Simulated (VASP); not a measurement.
Runs of VASP 6.6.1 on KI2. The structure is that of space group P6/mmm (No. 191), or close to it. The cells are those of the table. 

| task | cell | k mesh | cutoff (eV) | gap on the mesh (eV) | pressure (GPa) | relaxed volume (Å³/atom) |
| --- | --- | --- | --- | --- | --- | --- |
| relaxation of cell and atoms | relaxed from a = 5.913, b = 5.913, c = 4.593 Å, angles 90.0, 90.0, 120.0°, 3 atoms | 12 × 12 × 10 | 600 | none | 0.0 | (a) |
| relaxation of cell and atoms | relaxed from a = 4.959, b = 4.959, c = 5.355 Å, angles 90.0, 90.0, 120.0°, 3 atoms | 6 × 6 × 4 | 600 | none | 0.0 | 45.79 |
| single point | a = 5.913, b = 5.913, c = 4.549 Å, angles 90.0, 90.0, 120.0°, 3 atoms | 12 × 12 × 10 | 520 | none | 0.0 | - |
| single point | a = 4.959, b = 4.959, c = 5.355 Å, angles 90.0, 90.0, 120.0°, 3 atoms | 6 × 6 × 4 | 520 | none | 11.1 | - |
| single point | a = 5.913, b = 5.913, c = 4.593 Å, angles 90.0, 90.0, 120.0°, 3 atoms | 6 × 6 × 4 | 520 | none | -0.1 | - |

Alike in all rows: level PBE; potentials or basis VASP PAW PBE potentials, release 64 (K_sv, I); no spin polarisation; smearing gaussian 0.1 eV.

Q: Fill in the values left out.

A: (a) 45.99.

Caveats: spin-orbit coupling is left out, which moves the levels of the heavy elements; an odd number of electrons without spin polarisation forces a metal; a magnetic or distorted state may lie lower; the volume moved by over 15 % at a fixed basis, so the end points are rough (at least some runs); the stress differs along the axes, from -3 to 18 GPa (at least some runs).

A k mesh can miss the band edges, and the runs leave out spin-orbit coupling on I.

A gap of «none» marks levels without a gap at the run's occupations.
